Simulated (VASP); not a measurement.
A run of VASP 6.6.1:

Contents of INCAR:

```
ALGO = Normal
EDIFF = 1E-6
ENCUT = 520
ISIF = 2
ISMEAR = -1
LASPH = True
LCHARG = False
LREAL = Auto
LWAVE = False
NBANDS = 93
NELM = 80
PREC = Accurate
SIGMA = 0.05
```

File KPOINTS:

```
k-points
0
Gamma
  3 3 1
```

POSCAR

```
W9C8
1.0
    5.6929600000      0.0000000000      0.0000000000
   -2.8464800000      4.9302480000      0.0000000000
    0.0000000000      0.0000000000     17.1931300000
W C
9 8
Direct
    0.0000000000      0.0000000000      0.0581627662
   -0.0363671467      0.0026570671      0.2207800441
    0.0000045923      0.4999951321      0.0581627662
   -0.0180671653      0.4976828752      0.2320112743
    0.5000035131      0.0000000000      0.0581627662
    0.4622824110     -0.0230617202      0.2261135698
    0.4999905398      0.4999951321      0.0581627662
    0.4910915798      0.5164851748      0.2137830634
    0.4981589315      0.4560014020      0.3655646180
    0.3048244252      0.1476396319      0.1392998250
    0.2982261104      0.1611075143      0.2953679755
    0.3094447937      0.6551800234      0.1358275078
    0.3278182314      0.6365602704      0.3091583673
    0.8008908363      0.1520613162      0.1330066137
    0.8097886574      0.1744942648      0.2958681753
    0.8145659276      0.6441258127      0.1379562651
    0.8163648189      0.6562955859      0.3029872978
```

Potentials or basis: VASP PAW LDA potentials, release 64 (W_sv, C).

Launch:

```console
$ cat potpaw_LDA.64/W_sv/POTCAR potpaw_LDA.64/C/POTCAR > POTCAR
$ mpirun -np 1 vasp_std > vasp.out
```

Hardware: 1 thread of Intel(R) Xeon(R) Platinum 8488C (Sapphire Rapids), on a shared host.

Question: How long does it take, and how much memory?

Answer: Wall time 12 min on 1 thread of Intel(R) Xeon(R) Platinum 8488C (Sapphire Rapids), on a shared host, peak memory 0.43 GiB. Counts: scf iterations 30, k points 5.
